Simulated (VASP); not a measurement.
# HfN (P6_3/mmc) in VASP: further runs

HfN is run at these levels: LDA, PBEsol, BLYP+D3(BJ); tasks: single point, relaxation of cell and atoms.

All numbers are computed with VASP 6.6.1; they aren't measurements. Logs are shortened: lines on timing, memory, paths and dates and some standing lists are left out, and cuts for length are marked.

## Step 1: The cell of the first run

The structure is hexagonal, space group P6_3/mmc (No. 194). The conventional cell has a = 3.100 Å, b = 3.100 Å, c = 5.365 Å, α = 90.00°, β = 90.00°, γ = 120.00°. Within 3.0 Å of Hf (site symmetry -6m2) lie 6 N at 2.24 Å. Within 3.0 Å of N (site symmetry -3m) lie 6 Hf at 2.24 Å and 2 N at 2.68 Å.

## Step 2: Single point, LDA

File INCAR:

```
PREC = Accurate ; ENCUT = 520
EDIFF = 1E-6 ; ISMEAR = 1
SIGMA = 0.1 ; LREAL = False
LASPH = True ; NELM = 60
ALGO = Normal ; ISIF = 2
LWAVE = False ; LCHARG = True
GGA = CA ; LELF = True
LVHAR = True ; NBANDS = 23
```

File KPOINTS:

```
regular mesh
0
Gamma
  8 8 4
```

File POSCAR:

```
HfN
1.0
    3.0999683725      0.0000000000      0.0000000000
   -1.5499841863      2.6846513615      0.0000000000
    0.0000000000      0.0000000000      5.3649711912
Hf N
2 2
Direct
    0.6666666667      0.3333333333      0.7500000000
    0.3333333333      0.6666666667      0.2500000000
    0.0000000000      0.0000000000      0.0000000000
    0.0000000000      0.0000000000      0.5000000000
```

Potentials or basis: VASP PAW LDA potentials, release 64 (Hf_pv, N).

Launch:

```
$ cat potpaw_LDA.64/Hf_pv/POTCAR potpaw_LDA.64/N/POTCAR > POTCAR
$ mpirun -np 1 vasp_std > vasp.out
```

OUTCAR:

```text
PREC = Accurate
   ENCUT = 520
   EDIFF = 1E-6
   ISMEAR = 1
   LREAL = False
   LASPH = True
   NELM = 60
   ISIF = 2
   GGA = CA

 ion  position               nearest neighbor table
   1  0.667  0.333  0.750-   3 2.24   4 2.24   3 2.24   4 2.24   3 2.24   4 2.24   2 3.22   2 3.22
                             2 3.22   2 3.22   2 3.22   2 3.22
   2  0.333  0.667  0.250-   3 2.24   4 2.24   3 2.24   4 2.24   3 2.24   4 2.24   1 3.22   1 3.22
                             1 3.22   1 3.22   1 3.22   1 3.22
   3  0.000  0.000  0.000-   1 2.24   2 2.24   1 2.24   2 2.24   1 2.24   2 2.24
   4  0.000  0.000  0.500-   1 2.24   2 2.24   1 2.24   2 2.24   1 2.24   2 2.24

  LATTYP: Found a hexagonal cell.
 ALAT       =     3.0999683725
 C/A-ratio  =     1.7306535250

  Lattice vectors:

 A1 = (   3.0999683725,   0.0000000000,   0.0000000000)
 A2 = (  -1.5499841863,   2.6846513615,   0.0000000000)
 A3 = (   0.0000000000,   0.0000000000,   5.3649711912)

Analysis of symmetry for initial positions (statically):
=====================================================================
 Subroutine PRICEL returns:
 Original cell was already a primitive cell.

 Routine SETGRP: Setting up the symmetry group for a
 hexagonal supercell.

 Subroutine GETGRP returns: Found 24 space group operations
 (whereof 12 operations were pure point group operations)
 out of a pool of 24 trial point group operations.

The static configuration has the point symmetry D_3d.
 The point group associated with its full space group is D_6h.

Analysis of symmetry for dynamics (positions and initial velocities):
=====================================================================
 Subroutine PRICEL returns:
 Original cell was already a primitive cell.

 Routine SETGRP: Setting up the symmetry group for a
 hexagonal supercell.

 Subroutine GETGRP returns: Found 24 space group operations
 (whereof 12 operations were pure point group operations)
 out of a pool of 24 trial point group operations.

The dynamic configuration has the point symmetry D_3d.
 The point group associated with its full space group is D_6h.

 Subroutine INISYM returns: Found 24 space group operations
 (whereof 12 operations are pure point group operations),
 and found     1 'primitive' translations

----------------------------------------------------------------------------------------

                                     Primitive cell

  volume of cell :      44.6491

  direct lattice vectors                    reciprocal lattice vectors
     3.099968372  0.000000000  0.000000000     0.322583936  0.186243922  0.000000000
    -1.549984186  2.684651361  0.000000000     0.000000000  0.372487845  0.000000000
     0.000000000  0.000000000  5.364971191     0.000000000  0.000000000  0.186394291

  length of vectors
     3.099968372  3.099968373  5.364971191     0.372487845  0.372487845  0.186394291

  position of ions in fractional coordinates (direct lattice)
     0.666666667  0.333333333  0.750000000
     0.333333333  0.666666667  0.250000000
     0.000000000  0.000000000  0.000000000
     0.000000000  0.000000000  0.500000000

  ion indices of the primitive-cell ions
   primitive index   ion index
                 1           1
                 2           2
                 3           3
                 4           4

----------------------------------------------------------------------------------------

 KPOINTS: regular mesh

Automatic generation of k-mesh.
 Grid dimensions read from file:
 generate k-points for:    8    8    4

 Generating k-lattice:

  Cartesian coordinates                     Fractional coordinates (reciprocal lattice)
     0.040322992  0.023280490  0.000000000     0.125000000  0.000000000  0.000000000
     0.000000000  0.046560981  0.000000000     0.000000000  0.125000000  0.000000000
     0.000000000  0.000000000  0.046598573     0.000000000  0.000000000  0.250000000

  Length of vectors
     0.046560981  0.046560981  0.046598573

  Shift w.r.t. Gamma in fractional coordinates (k-lattice)
     0.000000000  0.000000000  0.000000000

 Subroutine IBZKPT returns following result:
 ===========================================

 Found     30 irreducible k-points:

 Following reciprocal coordinates:
            Coordinates               Weight
  0.000000  0.000000  0.000000      1.000000
  0.125000  0.000000  0.000000      6.000000
  0.250000  0.000000  0.000000      6.000000
  0.375000  0.000000  0.000000      6.000000
  0.500000  0.000000  0.000000      3.000000
  0.125000  0.125000  0.000000      6.000000
[... 16 lines left out ...]
  0.250000  0.000000  0.500000      6.000000
  0.375000  0.000000  0.500000      6.000000
 [... further k-points ...]
   k-points           NKPTS =     30   k-points in BZ     NKDIM =     30   number of bands    NBANDS=     23
   number of dos      NEDOS =    301   number of ions     NIONS =      4
   total plane-waves  NPLWV =  23040
   dimension x,y,z NGX =    24 NGY =   24 NGZ =   40
   dimension x,y,z NGXF=    48 NGYF=   48 NGZF=   80
   ions per type =               2   2
   NGX,Y,Z   is equivalent  to a cutoff of  12.87, 12.87, 12.39 a.u.
   NGXF,Y,Z  is equivalent  to a cutoff of  25.74, 25.74, 24.79 a.u.
 SYSTEM =  unknown system
   PREC   = accura    normal or accurate (medium, high low for compatibility)
   ISTART =      0    job   : 0-new  1-cont  2-samecut
   ICHARG =      2    charge: 1-file 2-atom 10-const
   ISPIN  =      1    spin polarized calculation?
   LNONCOLLINEAR =      F non collinear calculations
   LSORBIT =      F    spin-orbit coupling
   LASPH  =      T    aspherical Exc in radial PAW
   ENCUT  =  520.0 eV  38.22 Ry    6.18 a.u.   5.76  5.76  9.98*2*pi/ulx,y,z
   NELM   =     60;   NELMIN=  2; NELMDL= -5     # of ELM steps
   EDIFF  = 0.1E-05   stopping-criterion for ELM
   LREAL  =      F    real-space projection
   EDIFFG = 0.1E-04   stopping-criterion for IOM
   NSW    =      0    number of steps for IOM
   IBRION =     -1    ionic relax: 0-MD 1-quasi-New 2-CG
   NFREE  =      0    steps in history (QN), initial steepest desc. (CG)
   ISIF   =      2    stress and relaxation
   ISYM   =      2    0-nonsym 1-usesym 2-fastsym
   POTIM  = 0.5000    time-step for ionic-motion
   TEBEG  =    0.0;   TEEND  =   0.0 temperature during run
   PSTRESS=    0.0 pullay stress
   NELECT =      30.0000    total number of electrons
   NUPDOWN=      -1.0000    fix difference up-down
   EMIN   =  10.00;   EMAX   =-10.00  energy-range for DOS
   EFERMI =   0.00;   METHOD = LEGACY
   ISMEAR =     1;   SIGMA  =   0.10  broadening in eV -4-tet -1-fermi 0-gaus
   EFERMI_NEDOS =   21; number of points for ismear=-14 and -15
   IALGO  =     38    algorithm
   IMIX   =      4    mixing-type and parameters
     AMIX     =   0.40;   BMIX     =  1.00
     AMIX_MAG =   1.60;   BMIX_MAG =  1.00
  volume/ion in A,a.u.               =      11.16        75.33
  Fermi-wavevector in a.u.,A,eV,Ry     =   1.433874  2.709629 27.973515  2.055995
  Thomas-Fermi vector in A             =   2.553345
   LORBIT       =      0    0 simple, 1 ext, 2 COOP (PROOUT), +10 PAW based schemes
   GGA     = CA    functional components
   LHFCALC =     F    Hartree Fock is set to
   AEXX    =    0.0000 exact exchange contribution
   IVDW    =     0    specifies the selected vdW correction
   LEPSILON=     F    determine dielectric tensor
   LRPA    =     F    only Hartree local field effects (RPA)
 non-spin polarized calculation
 Methfessel and Paxton  Order N= 1 SIGMA  =   0.10
  energy-cutoff  :      520.00
  volume of cell :       44.65
 maximum number of plane-waves:      1232
 NGX is ok and might be reduce to    24
   NGX = 11   NGY = 11   NGZ = 19

 number of electron      30.0000004 magnetization

 Free energy of the ion-electron system (eV)
  ---------------------------------------------------
  ext. energy  EPLUGINS =         0.00000000
  ---------------------------------------------------
  free energy    TOTEN  =       -47.56929742 eV

  energy without entropy =      -47.56295818  energy(sigma->0) =      -47.56718434

 E-fermi :   7.8840     XC(G=0): -13.1529

 val. band max:        7.8778857571   @ k =   0.1250   0.0000   0.2500
 cond. band min:       7.8850410076   @ k =   0.3750   0.1250   0.5000
 fundamental gap:      0.0071552505
 Fermi energy:         7.8840436068

 k-point     1 :       0.0000    0.0000    0.0000
  band No.  band energies     occupation
      1     -23.4658      2.00000
      2     -22.4759      2.00000
      3     -22.3770      2.00000
      4     -22.3770      2.00000
      5     -22.3091      2.00000
      6     -22.3091      2.00000
[... 15 lines left out ...]
     22      13.8624      0.00000
     23      13.8624      0.00000

 k-point     2 :       0.1250    0.0000    0.0000
  band No.  band energies     occupation
      1     -23.4028      2.00000
      2     -22.5309      2.00000
      3     -22.4816      2.00000
      4     -22.4527      2.00000
      5     -22.4234      2.00000
      6     -22.3239      2.00000
[... 15 lines left out ...]
     22      13.3320      0.00000
     23      13.8072      0.00000

 k-point     3 :       0.2500    0.0000    0.0000
  band No.  band energies     occupation
      1     -23.2366      2.00000
      2     -22.9028      2.00000
      3     -22.7642      2.00000
      4     -22.5217      2.00000
      5     -22.5075      2.00000
      6     -22.3718      2.00000
[... 15 lines left out ...]
     22      13.4715      0.00000
     23      13.7215      0.00000
[... 495 lines left out ...]
 k-point    23 :       0.2500    0.0000    0.5000
  band No.  band energies     occupation
      1     -23.0487      2.00000
      2     -23.0487      2.00000
      3     -22.6631      2.00000
      4     -22.6631      2.00000
      5     -22.4473      2.00000
      6     -22.4473      2.00000
[... 15 lines left out ...]
     22      13.3724      0.00000
     23      14.6167      0.00000

 k-point    24 :       0.3750    0.0000    0.5000
  band No.  band energies     occupation
      1     -23.2638      2.00000
      2     -23.2638      2.00000
      3     -22.6861      2.00000
      4     -22.6861      2.00000
      5     -22.5196      2.00000
      6     -22.5196      2.00000
[... 15 lines left out ...]
     22      13.7680      0.00000
     23      15.5262      0.00000

 [... further k-points ...]
[... 5 lines left out ...]
  --------------------------------------------------------------------------------------
  -------------------------------------------------------------------------------------
  Total       -0.2925073     -0.2925073     -0.3232542      0.0000000      0.0000000      0.0000000
  in kB      -10.4962654    -10.4962654    -11.5995793      0.0000000      0.0000000      0.0000000
  external PRESSURE =     -10.8640367 kB  Pullay stress =       0.0000000 kB

 VOLUME and BASIS-vectors are now :
 -----------------------------------------------------------------------------
  energy-cutoff  :      520.00
  volume of cell :       44.65
      direct lattice vectors                 reciprocal lattice vectors
     3.099968372  0.000000000  0.000000000     0.322583936  0.186243922  0.000000000
    -1.549984186  2.684651361  0.000000000     0.000000000  0.372487845  0.000000000
     0.000000000  0.000000000  5.364971191     0.000000000  0.000000000  0.186394291

 POSITION                                       TOTAL-FORCE (eV/Angst)
 -----------------------------------------------------------------------------------
      1.54998      0.89488      4.02373         0.000000      0.000000      0.000000
     -0.00000      1.78977      1.34124        -0.000000      0.000000      0.000000
      0.00000      0.00000      0.00000         0.000000      0.000000      0.000000
      0.00000      0.00000      2.68249        -0.000000      0.000000      0.000000
 -----------------------------------------------------------------------------------
    total drift:                               -0.000000      0.000000     -0.000000

  FREE ENERGIE OF THE ION-ELECTRON SYSTEM (eV)
  ---------------------------------------------------
  free  energy   TOTEN  =       -47.5692974213 eV

  energy  without entropy=      -47.5629581810  energy(sigma->0) =      -47.56718434
```

Run time: 14 s. Hardware: 1 thread of AMD EPYC 9R45 (Zen 5), shared host; peak memory 0.13 GiB.

Results:

```
Free energy            : -47.5693 eV
Pressure               : -1.1 GPa
Band gap on the k mesh : zero (band 15 reaches 9.97 eV, above the bottom of band 16 at 7.59 eV)
```

Stress tensor (GPa, compression positive):
```
-1.05  0.00  0.00
 0.00 -1.05  0.00
 0.00  0.00 -1.16
```

Caveat: spin-orbit coupling is left out, which moves the levels of the heavy elements.

## Step 3: Single point, PBEsol

This run uses another cell than the first one, of 11.43 Å³/atom, 1.024 times its volume.

File INCAR:

```
SYSTEM = HfN
PREC = Accurate ; ENCUT = 520
EDIFF = 1E-6 ; ISMEAR = 1
SIGMA = 0.1 ; LREAL = .FALSE.
LASPH = .TRUE. ; NELM = 100
ALGO = Normal ; ISIF = 2
LWAVE = .FALSE. ; LCHARG = .FALSE.
GGA = PS ; NBANDS = 23
```

File KPOINTS:

```
Automatic mesh
0
G
  8 8 4
  0 0 0
```

File POSCAR:

```
HfN
1.0
    3.1264182329      0.0000000000      0.0000000000
   -1.5632091164      2.7075576125      0.0000000000
    0.0000000000      0.0000000000      5.4001173445
Hf N
2 2
Direct
    0.6666666667      0.3333333333      0.7500000000
    0.3333333333      0.6666666667      0.2500000000
    0.0000000000      0.0000000000      0.0000000000
    0.0000000000      0.0000000000      0.5000000000
```

Potentials or basis: VASP PAW PBE potentials, release 64 (Hf_pv, N).

Launch:

```
$ cat potpaw_PBE.64/Hf_pv/POTCAR potpaw_PBE.64/N/POTCAR > POTCAR
$ mpirun -np 1 vasp_std > vasp.out
```

OUTCAR:

```text
SYSTEM = HfN
   PREC = Accurate
   ENCUT = 520
   EDIFF = 1E-6
   ISMEAR = 1
   LREAL = .FALSE.
   LASPH = .TRUE.
   NELM = 100
   ISIF = 2
   GGA = PS

 ion  position               nearest neighbor table
   1  0.667  0.333  0.750-   3 2.25   4 2.25   3 2.25   4 2.25   3 2.25   4 2.25   2 3.25   2 3.25
                             2 3.25   2 3.25   2 3.25   2 3.25
   2  0.333  0.667  0.250-   3 2.25   4 2.25   3 2.25   4 2.25   3 2.25   4 2.25   1 3.25   1 3.25
                             1 3.25   1 3.25   1 3.25   1 3.25
   3  0.000  0.000  0.000-   1 2.25   2 2.25   2 2.25   1 2.25   1 2.25   2 2.25
   4  0.000  0.000  0.500-   1 2.25   2 2.25   2 2.25   1 2.25   1 2.25   2 2.25

  LATTYP: Found a hexagonal cell.
 ALAT       =     3.1264182329
 C/A-ratio  =     1.7272536629

  Lattice vectors:

 A1 = (   3.1264182329,   0.0000000000,   0.0000000000)
 A2 = (  -1.5632091164,   2.7075576125,   0.0000000000)
 A3 = (   0.0000000000,   0.0000000000,   5.4001173445)

Analysis of symmetry for initial positions (statically):
=====================================================================
 Subroutine PRICEL returns:
 Original cell was already a primitive cell.

[... 172 lines left out ...]
  free energy    TOTEN  =       -45.83398502 eV

  energy without entropy =      -45.82829160  energy(sigma->0) =      -45.83208721

 E-fermi :   7.6577     XC(G=0): -12.9453

 val. band max:        7.6353138686   @ k =   0.3750   0.1250   0.5000
 cond. band min:       7.6688736284   @ k =   0.1250  -0.0000   0.0000
 fundamental gap:      0.0335597598
 Fermi energy:         7.6577350155

 k-point     1 :       0.0000    0.0000    0.0000
  band No.  band energies     occupation
      1     -23.8115      2.00000
      2     -22.9128      2.00000
      3     -22.8140      2.00000
      4     -22.8140      2.00000
      5     -22.7507      2.00000
      6     -22.7507      2.00000
[... 613 lines left out ...]
     22      13.3762      0.00000
     23      15.1364      0.00000

 [... further k-points ...]
[... 5 lines left out ...]
  --------------------------------------------------------------------------------------
  -------------------------------------------------------------------------------------
  Total       -0.5550896     -0.5550896     -0.6085451     -0.0000000      0.0000000     -0.0000000
  in kB      -19.4556468    -19.4556468    -21.3292387     -0.0000000      0.0000000     -0.0000000
  external PRESSURE =     -20.0801775 kB  Pullay stress =       0.0000000 kB

 VOLUME and BASIS-vectors are now :
 -----------------------------------------------------------------------------
  energy-cutoff  :      520.00
  volume of cell :       45.71
      direct lattice vectors                 reciprocal lattice vectors
     3.126418233  0.000000000  0.000000000     0.319854839  0.184668277  0.000000000
    -1.563209116  2.707557613  0.000000000     0.000000000  0.369336555  0.000000000
     0.000000000  0.000000000  5.400117344     0.000000000  0.000000000  0.185181161

 POSITION                                       TOTAL-FORCE (eV/Angst)
 -----------------------------------------------------------------------------------
      1.56321      0.90252      4.05009         0.000000     -0.000000      0.000000
     -0.00000      1.80504      1.35003        -0.000000      0.000000      0.000000
      0.00000      0.00000      0.00000        -0.000000      0.000000      0.000000
      0.00000      0.00000      2.70006         0.000000      0.000000      0.000000
 -----------------------------------------------------------------------------------
    total drift:                               -0.000000      0.000000     -0.000000

  FREE ENERGIE OF THE ION-ELECTRON SYSTEM (eV)
  ---------------------------------------------------
  free  energy   TOTEN  =       -45.8339850186 eV

  energy  without entropy=      -45.8282916026  energy(sigma->0) =      -45.83208721
```

Wall time 14 s (1 thread of AMD EPYC 9R45 (Zen 5), shared host); peak memory 0.14 GiB.

What came out:

- Free energy: -45.8340 eV
- Pressure: -2.0 GPa
- Band gap on the k mesh: zero (band 15 reaches 9.71 eV, above the bottom of band 16 at 7.38 eV)

Caveat: the PAW data sets were made with another functional, which shifts forces and pressure a little; spin-orbit coupling is left out, which moves the levels of the heavy elements.

(Continued in part 2 of 3.)
